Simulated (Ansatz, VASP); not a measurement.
# One calculation of InSb, two programs

```
CELL_PARAMETERS angstrom
0.00000 3.23910 3.23910
3.23910 0.00000 3.23910
3.23910 3.23910 0.00000
ATOMIC_POSITIONS crystal
In 0.00000 0.00000 0.00000
Sb 0.75000 0.75000 0.75000
```

Alike in both runs: task electric field gradients; functional LDA; k mesh 10 × 10 × 10; occupations fermi-dirac, width 0.03 eV; no spin polarisation.

|  | VASP | Ansatz |
| --- | --- | --- |
| version | VASP 6.6.1 | Ansatz 0.2.0 |
| potentials or method | VASP PAW LDA potentials, release 64 (In_d, Sb), cutoff 520 eV | all-electron PAW with datasets made for the crystal, scalar-relativistic |

VASP gave:

| Property | Result |
| --- | --- |
| pressure (GPa) | -0.5 |

Task: What did Ansatz give for the same quantities?

Result: Pressure (GPa): -0.6.

LDA's correlation is that of Perdew and Zunger in VASP and of Perdew and Wang (1992) in Ansatz. Ansatz ran all-electron here, and VASP with PAW potentials.

Spin-orbit coupling is off throughout.
